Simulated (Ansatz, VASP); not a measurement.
**One calculation of Si, two programs**

INCAR

```
PREC = Accurate ; ENCUT = 520
EDIFF = 1E-6 ; ISMEAR = 0
SIGMA = 0.01 ; LREAL = F
LASPH = T ; NELM = 60
ALGO = Normal ; ISIF = 2
LWAVE = F ; LCHARG = T
GGA = PE ; LELF = T
LVHAR = T ; NBANDS = 16
```

KPOINTS

```
Automatic mesh
0
Gamma
  10 10 10
```

File POSCAR:

```
Si
1.0
   -3.3254442900      3.3254442900      1.9223856600
    3.3254442900     -3.3254442900      1.9223856600
    3.3254442900      3.3254442900     -1.9223856600
Si
4
Direct
    0.1788010600      0.1788010600      0.3576021200
    0.8211989400      0.8211989400      0.6423978800
    0.1788010600      0.8211989400      0.0000000000
    0.8211989400      0.1788010600      0.0000000000
```

Input for Ansatz:

```yaml
crystal:
  lattice:
    - [-3.32544429, 3.32544429, 1.92238566]
    - [3.32544429, -3.32544429, 1.92238566]
    - [3.32544429, 3.32544429, -1.92238566]
  atoms:
    - { symbol: Si, position: [0.17880106, 0.17880106, 0.35760212] }
    - { symbol: Si, position: [0.82119894, 0.82119894, 0.64239788] }
    - { symbol: Si, position: [0.17880106, 0.82119894, 0.0] }
    - { symbol: Si, position: [0.82119894, 0.17880106, 0.0] }
basis:
  ecutwfc: 420
kpoints:
  mp_grid: { grid: [10, 10, 10] }
hamiltonian:
  xc: pbe
scf:
  occupations: { method: gaussian, width: 0.01 }
output:
  forces: true
  stress: true
  eigenvalues: true
  populations: true
```

Alike in both runs: task single point; functional PBE; k mesh 10 × 10 × 10; occupations gaussian, width 0.01 eV; no spin polarisation.

|  | VASP | Ansatz |
| --- | --- | --- |
| version | VASP 6.6.1 | Ansatz 0.2.0 |
| potentials or method | VASP PAW PBE potentials, release 64 (Si), cutoff 520 eV | scalar-relativistic, plane waves, PAW |
| valence electrons in the cell | 16 | 16 |

Ansatz gave:

| Item | Value |
| --- | --- |
| gap on the k mesh at the Fermi level (eV) | 0.36 |
| least direct gap on the mesh (eV) | 0.39 |
| pressure (GPa) | 1.4 |
| rms of the force components (eV/Å) | 0.005 |

**Question.** Estimate VASP's values.

**Answer.** gap on the k mesh at the Fermi level (eV): 0.36; least direct gap on the mesh (eV): 0.39; pressure (GPa): 1.3; rms of the force components (eV/Å): 0.005.

Atom by atom the forces differ by 0.000 eV/Å (rms over components).
